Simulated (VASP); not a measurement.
# BAs (Fm-3m) in VASP: further runs

The runs below take BAs through single point, with PBE, PBEsol.

All numbers are computed with VASP 6.6.1; they aren't measurements. Logs are shortened: lines on timing, memory, paths and dates and some standing lists are left out, and cuts for length are marked.

### 1 The cell of the first run

It takes space group Fm-3m (No. 225, cubic). The conventional cell has a = 4.611 Å, b = 4.611 Å, c = 4.611 Å, α = 90.00°, β = 90.00°, γ = 90.00°. Within 3.0 Å of B (site symmetry m-3m) lie 6 As at 2.31 Å. Within 3.0 Å of As (site symmetry m-3m) lie 6 B at 2.31 Å.

### 2 Single point, PBE

INCAR reads:

```
ALGO = Normal
EDIFF = 1E-6
ENCUT = 520
GGA = PE
ISIF = 2
ISMEAR = -1
LASPH = T
LCHARG = F
LREAL = F
LWAVE = F
NBANDS = 11
NELM = 60
PREC = Accurate
SIGMA = 0.02
```

KPOINTS reads:

```
k-points
0
Gamma
  6 6 6
```

POSCAR reads:

```
BAs
1.0
    0.0000000000      2.3052873177      2.3052873177
    2.3052873177      0.0000000000      2.3052873177
    2.3052873177      2.3052873177      0.0000000000
B As
1 1
Direct
    0.0000000000      0.0000000000      0.0000000000
    0.5000000000      0.5000000000      0.5000000000
```

Potentials or basis: VASP PAW PBE potentials, release 64 (B, As).

Command:

```sh
$ cat potpaw_PBE.64/B/POTCAR potpaw_PBE.64/As/POTCAR > POTCAR
$ mpirun -np 1 vasp_std > vasp.out
```

OUTCAR:

```text
EDIFF = 1E-6
   ENCUT = 520
   GGA = PE
   ISIF = 2
   ISMEAR = -1
   LASPH = T
   LREAL = F
   NELM = 60
   PREC = Accurate

 ion  position               nearest neighbor table
   1  0.000  0.000  0.000-   2 2.31   2 2.31   2 2.31   2 2.31   2 2.31   2 2.31
   2  0.500  0.500  0.500-   1 2.31   1 2.31   1 2.31   1 2.31   1 2.31   1 2.31

  LATTYP: Found a face centered cubic cell.
 ALAT       =     4.6105746354

  Lattice vectors:

 A1 = (   0.0000000000,   2.3052873177,   2.3052873177)
 A2 = (   2.3052873177,   0.0000000000,   2.3052873177)
 A3 = (   2.3052873177,   2.3052873177,   0.0000000000)

Analysis of symmetry for initial positions (statically):
=====================================================================
 Subroutine PRICEL returns:
 Original cell was already a primitive cell.

 Routine SETGRP: Setting up the symmetry group for a
 face centered cubic supercell.

 Subroutine GETGRP returns: Found 48 space group operations
 (whereof 48 operations were pure point group operations)
 out of a pool of 48 trial point group operations.

The static configuration has the point symmetry O_h .

Analysis of symmetry for dynamics (positions and initial velocities):
=====================================================================
 Subroutine PRICEL returns:
 Original cell was already a primitive cell.

 Routine SETGRP: Setting up the symmetry group for a
 face centered cubic supercell.

 Subroutine GETGRP returns: Found 48 space group operations
 (whereof 48 operations were pure point group operations)
 out of a pool of 48 trial point group operations.

The dynamic configuration has the point symmetry O_h .

 Subroutine INISYM returns: Found 48 space group operations
 (whereof 48 operations are pure point group operations),
 and found     1 'primitive' translations

----------------------------------------------------------------------------------------

                                     Primitive cell

  volume of cell :      24.5022

  direct lattice vectors                    reciprocal lattice vectors
     0.000000000  2.305287318  2.305287318    -0.216892704  0.216892704  0.216892704
     2.305287318  0.000000000  2.305287318     0.216892704 -0.216892704  0.216892704
     2.305287318  2.305287318  0.000000000     0.216892704  0.216892704 -0.216892704

[... 77 lines left out ...]
   NSW    =      0    number of steps for IOM
   IBRION =     -1    ionic relax: 0-MD 1-quasi-New 2-CG
   NFREE  =      0    steps in history (QN), initial steepest desc. (CG)
   ISIF   =      2    stress and relaxation
   ISYM   =      2    0-nonsym 1-usesym 2-fastsym
   POTIM  = 0.5000    time-step for ionic-motion
   TEBEG  =    0.0;   TEEND  =   0.0 temperature during run
   PSTRESS=    0.0 pullay stress
   NELECT =       8.0000    total number of electrons
   NUPDOWN=      -1.0000    fix difference up-down
   EMIN   =  10.00;   EMAX   =-10.00  energy-range for DOS
   EFERMI =   0.00;   METHOD = LEGACY
   ISMEAR =    -1;   SIGMA  =   0.02  broadening in eV -4-tet -1-fermi 0-gaus
   EFERMI_NEDOS =   21; number of points for ismear=-14 and -15
   IALGO  =     38    algorithm
   IMIX   =      4    mixing-type and parameters
     AMIX     =   0.40;   BMIX     =  1.00
     AMIX_MAG =   1.60;   BMIX_MAG =  1.00
  volume/ion in A,a.u.               =      12.25        82.67
  Fermi-wavevector in a.u.,A,eV,Ry     =   1.127292  2.130273 17.290111  1.270787
  Thomas-Fermi vector in A             =   2.263978
   LORBIT       =      0    0 simple, 1 ext, 2 COOP (PROOUT), +10 PAW based schemes
   GGA     = PE    functional components
   LHFCALC =     F    Hartree Fock is set to
   AEXX    =    0.0000 exact exchange contribution
   IVDW    =     0    specifies the selected vdW correction
   LEPSILON=     F    determine dielectric tensor
   LRPA    =     F    only Hartree local field effects (RPA)
 non-spin polarized calculation
  energy-cutoff  :      520.00
  volume of cell :       24.50
 maximum number of plane-waves:       680
   NGX = 13   NGY = 13   NGZ = 13

 number of electron       7.9999999 magnetization

 Free energy of the ion-electron system (eV)
  ---------------------------------------------------
  ext. energy  EPLUGINS =         0.00000000
  ---------------------------------------------------
  free energy    TOTEN  =        -9.55787796 eV

  energy without entropy =       -9.55128276  energy(sigma->0) =       -9.55458036

 E-fermi :   7.2604     XC(G=0): -11.4306

 val. band max:        7.2434670999   @ k =  -0.3333   0.1667   0.0000
 cond. band min:       7.2654205209   @ k =   0.1667   0.0000   0.0000
 fundamental gap:      0.0219534210
 Fermi energy:         7.2604350905

 k-point     1 :       0.0000    0.0000    0.0000
  band No.  band energies     occupation
      1      -8.6237      2.00000
      2       7.2808      0.53055
      3       7.2808      0.53055
      4       7.2808      0.53055
      5      10.7769      0.00000
      6      14.9800      0.00000
      7      14.9800      0.00000
      8      14.9800      0.00000
      9      16.1646      0.00000
     10      16.1646      0.00000
     11      16.1646      0.00000
[... 197 lines left out ...]
 k-point    16 :      -0.3333    0.5000    0.1667
  band No.  band energies     occupation
      1      -3.1131      2.00000
      2       0.1081      2.00000
      3       0.8458      2.00000
      4       2.0045      2.00000
      5       8.2219      0.00000
      6      13.8945      0.00000
      7      13.9667      0.00000
      8      18.4458      0.00000
      9      18.8372      0.00000
     10      21.0310      0.00000
     11      27.6520      0.00000

------------------------ aborting loop because EDIFF is reached ----------------------------------------

  FORCE on cell =-STRESS in cart. coord.  units (eV):
  Direction    XX          YY          ZZ          XY          YZ          ZX
  --------------------------------------------------------------------------------------
  -------------------------------------------------------------------------------------
  Total        0.1085689      0.1085689      0.1085689      0.0000000      0.0000000     -0.0000000
  in kB        7.0992257      7.0992257      7.0992257      0.0000000      0.0000000     -0.0000000
  external PRESSURE =       7.0992257 kB  Pullay stress =       0.0000000 kB

 VOLUME and BASIS-vectors are now :
 -----------------------------------------------------------------------------
  energy-cutoff  :      520.00
  volume of cell :       24.50
      direct lattice vectors                 reciprocal lattice vectors
     0.000000000  2.305287318  2.305287318    -0.216892704  0.216892704  0.216892704
     2.305287318  0.000000000  2.305287318     0.216892704 -0.216892704  0.216892704
     2.305287318  2.305287318  0.000000000     0.216892704  0.216892704 -0.216892704

 POSITION                                       TOTAL-FORCE (eV/Angst)
 -----------------------------------------------------------------------------------
      0.00000      0.00000      0.00000        -0.000000      0.000000     -0.000000
      2.30529      2.30529      2.30529         0.000000     -0.000000      0.000000
 -----------------------------------------------------------------------------------
    total drift:                                0.000000     -0.000000     -0.000000

  FREE ENERGIE OF THE ION-ELECTRON SYSTEM (eV)
  ---------------------------------------------------
  free  energy   TOTEN  =        -9.5578779570 eV

  energy  without entropy=       -9.5512827566  energy(sigma->0) =       -9.55458036
```

It took 3.8 s on 1 thread of Intel Xeon 6975P-C, shared host; peak memory 0.13 GiB.

What came out:

```
Free energy            : -9.5579 eV
Pressure               : 0.7 GPa
Band gap on the k mesh : zero (band 4 reaches 8.79 eV, above the bottom of band 5 at 3.91 eV)
```

Caveat: the k points lie up to 0.39 Å⁻¹ apart.

### 3 Single point, PBEsol

INCAR reads:

```
ALGO     = Normal         # electronic algorithm
EDIFF    = 1E-7           # SCF threshold, eV
ENCUT    = 520            # plane-wave cutoff, eV
GGA      = PS             # functional
ISIF     = 2              # what is computed and relaxed
ISMEAR   = -1             # smearing method
LASPH    = T              # aspherical terms in the spheres
LCHARG   = F              # write CHGCAR
LREAL    = F              # projectors in reciprocal space
LWAVE    = F              # write WAVECAR
NBANDS   = 11             # bands
NELM     = 60             # most SCF steps
PREC     = Accurate       # precision mode
SIGMA    = 0.02           # smearing width, eV
```

KPOINTS is that of step 2.

POSCAR is that of step 2.

Potentials or basis: VASP PAW PBE potentials, release 64 (B, As).

Command:

```sh
$ cat potpaw_PBE.64/B/POTCAR potpaw_PBE.64/As/POTCAR > POTCAR
$ mpirun -np 1 vasp_std > vasp.out
```

Run time: 4.1 s. Hardware: 1 thread of Intel Xeon 6975P-C, shared host; peak memory 0.13 GiB.

The run converged. Its results:

```
Free energy            : -10.4611 eV
Pressure               : -3.2 GPa
Band gap on the k mesh : zero (band 4 reaches 8.72 eV, above the bottom of band 5 at 3.87 eV)
```

Levels at points of the mesh, in eV from the Fermi level:
```
           k point  band 1  band 2  band 3  band 4  band 5  band 6  band 7  band 8  band 9
(0.00, 0.00, 0.00)  -15.91    0.03    0.03    0.03    3.56    7.71    7.71    7.71    8.85
(0.50, 0.00, 0.00)  -12.15   -9.67    1.11    1.11    1.35    1.35    4.14    5.48   13.73
(0.50, 0.50, 0.00)  -10.70   -7.90   -3.71   -3.71   -3.31    3.62   10.62   10.62   12.67
```

Caveat: the k points lie up to 0.39 Å⁻¹ apart; the PAW data sets were made with another functional, which shifts forces and pressure a little.
